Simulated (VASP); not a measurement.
A run of VASP 6.6.1 is set up as follows.

Contents of INCAR:

```
PREC = Accurate ; ENCUT = 600
EDIFF = 1E-6 ; ISMEAR = -1
SIGMA = 0.01 ; LREAL = F
LASPH = T ; NELM = 120
ALGO = Normal ; ISIF = 2
LWAVE = F ; LCHARG = F
GGA = PE ; NBANDS = 11
GGA_COMPAT = F
```

File KPOINTS:

```
Automatic mesh
0
Gamma
  11 11 11
```

File POSCAR:

```
SiC
1.0
    0.0000000000      2.1898619285      2.1898619285
    2.1898619285      0.0000000000      2.1898619285
    2.1898619285      2.1898619285      0.0000000000
Si C
1 1
Direct
    0.7500000005      0.7500000005      0.7500000005
    0.0000000000      0.0000000000      0.0000000000
```

Potentials or basis: VASP PAW PBE potentials, release 64 (Si, C).

The run is started by

```console
$ cat potpaw_PBE.64/Si/POTCAR potpaw_PBE.64/C/POTCAR > POTCAR
$ mpirun -np 1 vasp_std > vasp.out
```

Q: Predict the band gap on the k mesh.

A: 1.47 eV, indirect (least direct gap 4.58 eV).

Q: What does it give for the pressure?

A: -0.2 GPa.

A k mesh can miss the band edges.
